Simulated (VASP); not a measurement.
# Pt (Fm-3m) in VASP: further runs

Runs on Pt. Level: PBEsol. Tasks: single point, relaxation of cell and atoms.

All numbers are computed with VASP 6.6.1; they aren't measurements. Logs are shortened: lines on timing, memory, paths and dates and some standing lists are left out, and cuts for length are marked.

## Step 1: The cell of the first run

The structure is cubic, space group Fm-3m (No. 225). The conventional cell has a = 3.840 Å, b = 3.840 Å, c = 3.840 Å, α = 90.00°, β = 90.00°, γ = 90.00°. Pt (site symmetry m-3m) has 12 Pt at 2.72 Å within 3.6 Å.

## Step 2: Single point, PBEsol (volume scaled by 0.94)

Contents of INCAR:

```
ALGO = Normal ; EDIFF = 1E-6
ENCUT = 520 ; GGA = PS
ISIF = 2 ; ISMEAR = -1
LASPH = True ; LCHARG = False
LREAL = False ; LWAVE = False
NBANDS = 11 ; NELM = 80
PREC = Accurate ; SIGMA = 0.1
```

Contents of KPOINTS:

```
k-points
0
Gamma
  17 17 17
```

Contents of POSCAR:

```
Pt
1.0
    0.0000000000      1.9198320203      1.9198320203
    1.9198320203      0.0000000000      1.9198320203
    1.9198320203      1.9198320203      0.0000000000
Pt
1
Direct
    0.0000000000      0.0000000000      0.0000000000
```

Potentials or basis: VASP PAW PBE potentials, release 64 (Pt).

Command:

```console
cat potpaw_PBE.64/Pt/POTCAR > POTCAR
mpirun -np 1 vasp_std > vasp.out
```

OUTCAR:

```text
EDIFF = 1E-6
   ENCUT = 520
   GGA = PS
   ISIF = 2
   ISMEAR = -1
   LASPH = True
   LREAL = False
   NELM = 80
   PREC = Accurate

 ion  position               nearest neighbor table
   1  0.000  0.000  0.000-

  LATTYP: Found a face centered cubic cell.
 ALAT       =     3.8396640406

  Lattice vectors:

 A1 = (   0.0000000000,   1.9198320203,   1.9198320203)
 A2 = (   1.9198320203,   0.0000000000,   1.9198320203)
 A3 = (   1.9198320203,   1.9198320203,   0.0000000000)

Analysis of symmetry for initial positions (statically):
=====================================================================
 Subroutine PRICEL returns:
 Original cell was already a primitive cell.

 Routine SETGRP: Setting up the symmetry group for a
 face centered cubic supercell.

 Subroutine GETGRP returns: Found 48 space group operations
 (whereof 48 operations were pure point group operations)
 out of a pool of 48 trial point group operations.

The static configuration has the point symmetry O_h .

Analysis of symmetry for dynamics (positions and initial velocities):
=====================================================================
 Subroutine PRICEL returns:
 Original cell was already a primitive cell.

 Routine SETGRP: Setting up the symmetry group for a
 face centered cubic supercell.

 Subroutine GETGRP returns: Found 48 space group operations
 (whereof 48 operations were pure point group operations)
 out of a pool of 48 trial point group operations.

The dynamic configuration has the point symmetry O_h .

 Subroutine INISYM returns: Found 48 space group operations
 (whereof 48 operations are pure point group operations),
 and found     1 'primitive' translations

----------------------------------------------------------------------------------------

                                     Primitive cell

  volume of cell :      14.1521

  direct lattice vectors                    reciprocal lattice vectors
     0.000000000  1.919832020  1.919832020    -0.260439452  0.260439452  0.260439452
     1.919832020  0.000000000  1.919832020     0.260439452 -0.260439452  0.260439452
     1.919832020  1.919832020  0.000000000     0.260439452  0.260439452 -0.260439452

  length of vectors
     2.715052481  2.715052481  2.715052481     0.451094364  0.451094364  0.451094364

  position of ions in fractional coordinates (direct lattice)
     0.000000000  0.000000000  0.000000000

  ion indices of the primitive-cell ions
   primitive index   ion index
[... 73 lines left out ...]
   EDIFF  = 0.1E-05   stopping-criterion for ELM
   LREAL  =      F    real-space projection
   EDIFFG = 0.1E-04   stopping-criterion for IOM
   NSW    =      0    number of steps for IOM
   IBRION =     -1    ionic relax: 0-MD 1-quasi-New 2-CG
   NFREE  =      0    steps in history (QN), initial steepest desc. (CG)
   ISIF   =      2    stress and relaxation
   ISYM   =      2    0-nonsym 1-usesym 2-fastsym
   POTIM  = 0.5000    time-step for ionic-motion
   TEBEG  =    0.0;   TEEND  =   0.0 temperature during run
   PSTRESS=    0.0 pullay stress
   NELECT =      10.0000    total number of electrons
   NUPDOWN=      -1.0000    fix difference up-down
   EMIN   =  10.00;   EMAX   =-10.00  energy-range for DOS
   EFERMI =   0.00;   METHOD = LEGACY
   ISMEAR =    -1;   SIGMA  =   0.10  broadening in eV -4-tet -1-fermi 0-gaus
   EFERMI_NEDOS =   21; number of points for ismear=-14 and -15
   IALGO  =     38    algorithm
   IMIX   =      4    mixing-type and parameters
     AMIX     =   0.40;   BMIX     =  1.00
     AMIX_MAG =   1.60;   BMIX_MAG =  1.00
  volume/ion in A,a.u.               =      14.15        95.50
  Fermi-wavevector in a.u.,A,eV,Ry     =   1.458148  2.755500 28.928647  2.126196
  Thomas-Fermi vector in A             =   2.574866
   LORBIT       =      0    0 simple, 1 ext, 2 COOP (PROOUT), +10 PAW based schemes
   GGA     = PS    functional components
   LHFCALC =     F    Hartree Fock is set to
   AEXX    =    0.0000 exact exchange contribution
   IVDW    =     0    specifies the selected vdW correction
   LEPSILON=     F    determine dielectric tensor
   LRPA    =     F    only Hartree local field effects (RPA)
 non-spin polarized calculation
  energy-cutoff  :      520.00
  volume of cell :       14.15
 maximum number of plane-waves:       390
   NGX =  9   NGY =  9   NGZ =  9

 number of electron      10.0000000 magnetization

 number of electron       9.9999999 magnetization

 Free energy of the ion-electron system (eV)
  ---------------------------------------------------
  ext. energy  EPLUGINS =         0.00000000
  ---------------------------------------------------
  free energy    TOTEN  =        -6.94085381 eV

  energy without entropy =       -6.89315588  energy(sigma->0) =       -6.91700484

 E-fermi :  12.3835     XC(G=0): -14.0063

 val. band max:       12.3785142817   @ k =  -0.4706   0.0588   0.0000
 cond. band min:      12.3842161953   @ k =  -0.4706   0.1176   0.0000
 fundamental gap:      0.0057019137
 Fermi energy:        12.3835295397

 k-point     1 :       0.0000    0.0000    0.0000
  band No.  band energies     occupation
      1       1.3298      2.00000
      2       8.1516      2.00000
      3       8.1516      2.00000
      4       8.1516      2.00000
      5      10.5695      2.00000
      6      10.5695      2.00000
      7      26.7848      0.00000
      8      32.1077      0.00000
      9      32.1077      0.00000
     10      32.1077      0.00000
     11      37.6416      0.00000
[... 309 lines left out ...]
 k-point    24 :      -0.1176    0.0588    0.0000
  band No.  band energies     occupation
      1       2.2317      2.00000
      2       7.7397      2.00000
      3       8.4815      2.00000
      4       8.5151      2.00000
      5      10.1963      2.00000
      6      10.6505      2.00000
      7      28.1595      0.00000
      8      29.2685      0.00000
      9      32.6179      0.00000
     10      34.0148      0.00000
     11      38.6272      0.00000

 [... further k-points ...]
[... 5 lines left out ...]
  --------------------------------------------------------------------------------------
  -------------------------------------------------------------------------------------
  Total        1.8068571      1.8068571      1.8068571      0.0000000     -0.0000000      0.0000000
  in kB      204.5571617    204.5571617    204.5571617      0.0000000     -0.0000000      0.0000000
  external PRESSURE =     204.5571617 kB  Pullay stress =       0.0000000 kB

 VOLUME and BASIS-vectors are now :
 -----------------------------------------------------------------------------
  energy-cutoff  :      520.00
  volume of cell :       14.15
      direct lattice vectors                 reciprocal lattice vectors
     0.000000000  1.919832020  1.919832020    -0.260439452  0.260439452  0.260439452
     1.919832020  0.000000000  1.919832020     0.260439452 -0.260439452  0.260439452
     1.919832020  1.919832020  0.000000000     0.260439452  0.260439452 -0.260439452

 POSITION                                       TOTAL-FORCE (eV/Angst)
 -----------------------------------------------------------------------------------
      0.00000      0.00000      0.00000         0.000000      0.000000      0.000000
 -----------------------------------------------------------------------------------
    total drift:                                0.000000      0.000000      0.000000

  FREE ENERGIE OF THE ION-ELECTRON SYSTEM (eV)
  ---------------------------------------------------
  free  energy   TOTEN  =        -6.9408538051 eV

  energy  without entropy=       -6.8931558809  energy(sigma->0) =       -6.91700484
```

stdout:

```text
POSCAR found type information on POSCAR Pt
 POSCAR found :  1 types and       1 ions
 scaLAPACK will be used
 -----------------------------------------------------------------------------
|                                                                             |
|                                                                             |
|     You enforced a specific xc type in the INCAR file but a different       |
|     I HOPE YOU KNOW WHAT YOU ARE DOING!                                     |
|                                                                             |
 -----------------------------------------------------------------------------

 LDA part: xc-table for (Slater+PW92), standard interpolation
 POSCAR, INCAR and KPOINTS ok, starting setup
 FFT: planning ... GRIDC
 FFT: planning ... GRID_SOFT
 FFT: planning ... GRID
 WAVECAR not read
 entering main loop
```

Wall time 13 s (1 thread of Intel Xeon 6975P-C, shared host); peak memory 0.15 GiB.

What came out:

| Quantity | Value |
| --- | --- |
| Free energy | -6.9409 eV |
| Pressure | 20.5 GPa |
| Band gap on the k mesh | zero (band 5 reaches 12.89 eV, above the bottom of band 6 at 10.45 eV) |

Caveat: the cell differs from its parent crystal (volume scaled by 0.94); the PAW data sets were made with another functional, which shifts forces and pressure a little; spin-orbit coupling is left out, which moves the levels of the heavy elements.

## Step 3: Single point, PBEsol (volume scaled by 0.94)

Contents of INCAR:

```
SYSTEM = Pt
  PREC = Accurate
  ENCUT = 520
  EDIFF = 1E-7
  ISMEAR = -1
  SIGMA = 0.1
  LREAL = .FALSE.
  LASPH = .TRUE.
  NELM = 60
  ALGO = Normal
  ISIF = 2
  LWAVE = .FALSE.
  LCHARG = .FALSE.
  GGA = PS
  NBANDS = 11
```

Contents of KPOINTS:

```
Automatic mesh
0
G
  17 17 17
  0 0 0
```

POSCAR is that of step 2.

Potentials or basis: VASP PAW PBE potentials, release 64 (Pt).

Command:

```console
cat potpaw_PBE.64/Pt/POTCAR > POTCAR
mpirun -np 1 vasp_std > vasp.out
```

OUTCAR:

```text
SYSTEM = Pt
   PREC = Accurate
   ENCUT = 520
   EDIFF = 1E-7
   ISMEAR = -1
   LREAL = .FALSE.
   LASPH = .TRUE.
   NELM = 60
   ISIF = 2
   GGA = PS

 ion  position               nearest neighbor table
   1  0.000  0.000  0.000-

  LATTYP: Found a face centered cubic cell.
 ALAT       =     3.8396640406

  Lattice vectors:

 A1 = (   0.0000000000,   1.9198320203,   1.9198320203)
 A2 = (   1.9198320203,   0.0000000000,   1.9198320203)
 A3 = (   1.9198320203,   1.9198320203,   0.0000000000)

Analysis of symmetry for initial positions (statically):
[... 508 lines left out ...]
      6      10.6505      2.00000
      7      28.1595      0.00000
      8      29.2685      0.00000
      9      32.6179      0.00000
     10      34.0148      0.00000
     11      38.6272      0.00000

 [... further k-points ...]
[... 5 lines left out ...]
  --------------------------------------------------------------------------------------
  -------------------------------------------------------------------------------------
  Total        1.8066196      1.8066196      1.8066196      0.0000000      0.0000000      0.0000000
  in kB      204.5302776    204.5302776    204.5302776      0.0000000      0.0000000      0.0000000
  external PRESSURE =     204.5302776 kB  Pullay stress =       0.0000000 kB

 VOLUME and BASIS-vectors are now :
 -----------------------------------------------------------------------------
  energy-cutoff  :      520.00
  volume of cell :       14.15
      direct lattice vectors                 reciprocal lattice vectors
     0.000000000  1.919832020  1.919832020    -0.260439452  0.260439452  0.260439452
     1.919832020  0.000000000  1.919832020     0.260439452 -0.260439452  0.260439452
     1.919832020  1.919832020  0.000000000     0.260439452  0.260439452 -0.260439452

 POSITION                                       TOTAL-FORCE (eV/Angst)
 -----------------------------------------------------------------------------------
      0.00000      0.00000      0.00000         0.000000      0.000000      0.000000
 -----------------------------------------------------------------------------------
    total drift:                                0.000000      0.000000      0.000000

  FREE ENERGIE OF THE ION-ELECTRON SYSTEM (eV)
  ---------------------------------------------------
  free  energy   TOTEN  =        -6.9408538408 eV

  energy  without entropy=       -6.8931557958  energy(sigma->0) =       -6.91700482
```

Run time: 16 s. Hardware: 1 thread of Intel Xeon Platinum 8259CL at 2.50GHz (Skylake/Cascade Lake), shared host; peak memory 0.14 GiB.

Results:

- Free energy: -6.9409 eV
- Pressure: 20.5 GPa
- Band gap on the k mesh: zero (band 5 reaches 12.89 eV, above the bottom of band 6 at 10.45 eV)

Levels at points of the mesh, in eV from the Fermi level:
```csv
k point,band 2,band 3,band 4,band 5,band 6,band 7,band 8,band 9
"(0.00, 0.00, 0.00)",-4.23,-4.23,-4.23,-1.81,-1.81,14.40,19.72,19.72
```

Caveat: the cell differs from its parent crystal (volume scaled by 0.94); the PAW data sets were made with another functional, which shifts forces and pressure a little; spin-orbit coupling is left out, which moves the levels of the heavy elements.

## Step 4: Single point, PBEsol

This run uses another cell than the first one, of 15.06 Å³/atom, 1.064 times its volume.

Contents of INCAR:

```
SYSTEM = Pt
PREC     = Accurate       ! precision mode
ENCUT    = 520            ! plane-wave cutoff, eV
EDIFF    = 1E-6           ! SCF threshold, eV
ISMEAR   = -1             ! smearing method
SIGMA    = 0.1            ! smearing width, eV
LREAL    = .FALSE.        ! projectors in reciprocal space
LASPH    = .TRUE.         ! aspherical terms in the spheres
NELM     = 100            ! most SCF steps
ALGO     = Normal         ! electronic algorithm
ISIF     = 2              ! what is computed and relaxed
LWAVE    = .FALSE.        ! write WAVECAR
LCHARG   = .TRUE.         ! write CHGCAR
GGA      = PS             ! functional
LELF     = .TRUE.         ! ELF
LVHAR    = .TRUE.       
NBANDS   = 11             ! bands
```

KPOINTS is that of step 3.

Contents of POSCAR:

```
Pt
1.0
    0.0000000000      1.9598399806      1.9598399806
    1.9598399806      0.0000000000      1.9598399806
    1.9598399806      1.9598399806      0.0000000000
Pt
1
Direct
    0.0000000000      0.0000000000      0.0000000000
```

Potentials or basis: VASP PAW PBE potentials, release 64 (Pt).

Command:

```console
cat potpaw_PBE.64/Pt/POTCAR > POTCAR
mpirun -np 1 vasp_std > vasp.out
```

OUTCAR:

```text
SYSTEM = Pt
   PREC = Accurate
   ENCUT = 520
   EDIFF = 1E-6
   ISMEAR = -1
   LREAL = .FALSE.
   LASPH = .TRUE.
   NELM = 100
   ISIF = 2
   GGA = PS

 ion  position               nearest neighbor table
   1  0.000  0.000  0.000-

  LATTYP: Found a face centered cubic cell.
 ALAT       =     3.9196799612

  Lattice vectors:

 A1 = (   0.0000000000,   1.9598399806,   1.9598399806)
 A2 = (   1.9598399806,   0.0000000000,   1.9598399806)
 A3 = (   1.9598399806,   1.9598399806,   0.0000000000)

Analysis of symmetry for initial positions (statically):
=====================================================================
 Subroutine PRICEL returns:
 Original cell was already a primitive cell.

 Routine SETGRP: Setting up the symmetry group for a
 face centered cubic supercell.

 Subroutine GETGRP returns: Found 48 space group operations
 (whereof 48 operations were pure point group operations)
 out of a pool of 48 trial point group operations.

The static configuration has the point symmetry O_h .

Analysis of symmetry for dynamics (positions and initial velocities):
=====================================================================
 Subroutine PRICEL returns:
 Original cell was already a primitive cell.
[... 158 lines left out ...]
 fundamental gap:      0.0025738946
 Fermi energy:        11.1427700692

 k-point     1 :       0.0000    0.0000    0.0000
  band No.  band energies     occupation
      1       0.8138      2.00000
      2       7.3162      2.00000
      3       7.3162      2.00000
      4       7.3162      2.00000
      5       9.5007      2.00000
      6       9.5008      2.00000
      7      25.7486      0.00000
      8      30.7150      0.00000
      9      30.7150      0.00000
     10      30.7150      0.00000
     11      36.0186      0.00000
[... 309 lines left out ...]
 k-point    24 :      -0.1176    0.0588    0.0000
  band No.  band energies     occupation
      1       1.6637      2.00000
      2       6.9481      2.00000
      3       7.6181      2.00000
      4       7.6481      2.00000
      5       9.1726      2.00000
      6       9.5786      2.00000
      7      26.9678      0.00000
      8      27.8724      0.00000
      9      31.0685      0.00000
     10      32.4851      0.00000
     11      36.4542      0.00000

 [... further k-points ...]
[... 5 lines left out ...]
  --------------------------------------------------------------------------------------
  -------------------------------------------------------------------------------------
  Total       -0.0393627     -0.0393627     -0.0393627      0.0000000     -0.0000000     -0.0000000
  in kB       -4.1889354     -4.1889354     -4.1889354      0.0000000     -0.0000000     -0.0000000
  external PRESSURE =      -4.1889354 kB  Pullay stress =       0.0000000 kB

 VOLUME and BASIS-vectors are now :
 -----------------------------------------------------------------------------
  energy-cutoff  :      520.00
  volume of cell :       15.06
      direct lattice vectors                 reciprocal lattice vectors
     0.000000000  1.959839981  1.959839981    -0.255122870  0.255122870  0.255122870
     1.959839981  0.000000000  1.959839981     0.255122870 -0.255122870  0.255122870
     1.959839981  1.959839981  0.000000000     0.255122870  0.255122870 -0.255122870

 POSITION                                       TOTAL-FORCE (eV/Angst)
 -----------------------------------------------------------------------------------
      0.00000      0.00000      0.00000         0.000000      0.000000      0.000000
 -----------------------------------------------------------------------------------
    total drift:                               -0.000000      0.000000      0.000000

  FREE ENERGIE OF THE ION-ELECTRON SYSTEM (eV)
  ---------------------------------------------------
  free  energy   TOTEN  =        -6.9943588503 eV

  energy  without entropy=       -6.9421424338  energy(sigma->0) =       -6.96825064
```

OSZICAR:

```text
N       E                     dE             d eps       ncg     rms          rms(c)
DAV:   1     0.394796798798E+02    0.39480E+02   -0.54384E+03  3686   0.850E+02
DAV:   2    -0.676622942634E+01   -0.46246E+02   -0.44422E+02  4193   0.179E+02
DAV:   3    -0.744268247801E+01   -0.67645E+00   -0.66907E+00  4203   0.202E+01
DAV:   4    -0.744534687942E+01   -0.26644E-02   -0.26642E-02  4196   0.152E+00
DAV:   5    -0.744536756788E+01   -0.20688E-04   -0.20688E-04  4244   0.123E-01    0.134E+01
DAV:   6    -0.704350765217E+01    0.40186E+00   -0.92047E-01  3900   0.759E+00    0.686E+00
DAV:   7    -0.699867276928E+01    0.44835E-01   -0.16126E-01  4191   0.306E+00    0.257E+00
DAV:   8    -0.699464453026E+01    0.40282E-02   -0.67923E-03  3984   0.752E-01    0.662E-01
DAV:   9    -0.699435471490E+01    0.28982E-03   -0.23566E-04  4020   0.140E-01    0.323E-02
DAV:  10    -0.699435868956E+01   -0.39747E-05   -0.41838E-06  4541   0.144E-02    0.564E-03
DAV:  11    -0.699435885028E+01   -0.16072E-06   -0.47882E-08  2199   0.204E-03
   1 F= -.69943589E+01 E0= -.69682506E+01  d E =-.522164E-01
```

stdout:

```text
POSCAR found type information on POSCAR Pt
 POSCAR found :  1 types and       1 ions
 scaLAPACK will be used
 -----------------------------------------------------------------------------
|                                                                             |
|                                                                             |
|     You enforced a specific xc type in the INCAR file but a different       |
|     I HOPE YOU KNOW WHAT YOU ARE DOING!                                     |
|                                                                             |
 -----------------------------------------------------------------------------

 LDA part: xc-table for (Slater+PW92), standard interpolation
 POSCAR, INCAR and KPOINTS ok, starting setup
 FFT: planning ... GRIDC
 FFT: planning ... GRID_SOFT
 FFT: planning ... GRID
 WAVECAR not read
 entering main loop
```

It took 15 s on 1 thread of Intel Xeon Platinum 8259CL at 2.50GHz (Skylake/Cascade Lake), shared host; peak memory 0.16 GiB.

Results:

```
Free energy            : -6.9944 eV
Pressure               : -0.4 GPa
Band gap on the k mesh : zero (band 5 reaches 11.59 eV, above the bottom of band 6 at 9.40 eV)
```

Levels at points of the mesh, in eV from the Fermi level:
| k point | band 3 | band 4 | band 5 | band 6 | band 7 | band 8 |
| --- | --- | --- | --- | --- | --- | --- |
| (0.00, 0.00, 0.00) | -3.83 | -3.83 | -1.64 | -1.64 | 14.61 | 19.57 |

Caveat: the PAW data sets were made with another functional, which shifts forces and pressure a little; spin-orbit coupling is left out, which moves the levels of the heavy elements.

(Continued in part 2 of 2.)
